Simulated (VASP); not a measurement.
# SnO: single point with r2SCAN

Crystal: SnO.

```xyz
4
Lattice="3.7926 0.0000 0.0000 0.0000 3.7926 0.0000 0.0000 0.0000 4.8536" Properties=species:S:1:pos:R:3 pbc="T T T"
Sn    0.0000    1.8963    1.1496
Sn    1.8963    0.0000    3.7039
O     1.8963    1.8963    0.0000
O     0.0000    0.0000    0.0000
```

This cell differs from its parent crystal: uniaxial z strain +2.0%.

```yaml
Program: VASP 6.6.1
Task: single point
Functional: r2SCAN
Potentials_or_basis: VASP PAW PBE potentials, release 64 (Sn_d, O_h)
Cutoff: 910 eV
k_mesh: 6 × 6 × 6
Occupations: fermi-dirac, width 0.02 eV
Spin: no spin polarisation
```

| Item | Value |
| --- | --- |
| Pressure | 1.3 GPa |
| Largest force | 0.116 eV/Å |
| Band gap on the k mesh | 0.16 eV (least direct gap 2.32 eV) |

Forces in eV/Å, atoms in the order of the input:
```
Sn   0.000  0.000  0.116
Sn   0.000  0.000 -0.116
O    0.000  0.000  0.000
O    0.000  0.000  0.000
```

Stress tensor (GPa, compression positive):
```
1.52 0.00 0.00
0.00 1.52 0.00
0.00 0.00 1.00
```

Levels at points of the mesh, in eV from the valence-band top:
| k point | band 18 | band 19 | band 20 | band 21 | band 22 | band 23 |
| --- | --- | --- | --- | --- | --- | --- |
| (0.00, 0.00, 0.00) | -3.65 | -3.65 | 0.00 | 2.41 | 4.54 | 4.87 |
| (0.50, 0.00, 0.00) | -5.35 | -3.03 | -3.03 | 3.43 | 3.43 | 6.20 |
| (0.50, 0.50, 0.00) | -2.97 | -2.15 | -2.15 | 0.16 | 0.16 | 4.71 |
| (0.00, 0.00, 0.50) | -3.66 | -3.12 | -2.63 | 1.98 | 3.12 | 3.12 |
| (0.50, 0.00, 0.50) | -5.32 | -2.06 | -2.06 | 2.75 | 2.75 | 5.70 |
| (0.50, 0.50, 0.50) | -2.97 | -2.93 | -2.93 | 2.43 | 2.43 | 4.33 |

Run time: 7.9 min on 1 thread of Intel(R) Xeon(R) Platinum 8259CL CPU @ 2.50GHz (Skylake/Cascade Lake), on a shared host, peak memory 0.38 GiB.

Caveat: the cell differs from its parent crystal (uniaxial z strain +2.0%); the cutoff is under 1.25 times the usual one of these potentials, so pressure, stress and relaxed cells hold a basis-set (Pulay) error; the PAW data sets were made with another functional, which shifts forces and pressure a little; spin-orbit coupling is left out, which moves the levels of the heavy elements. A k mesh can miss the band edges.
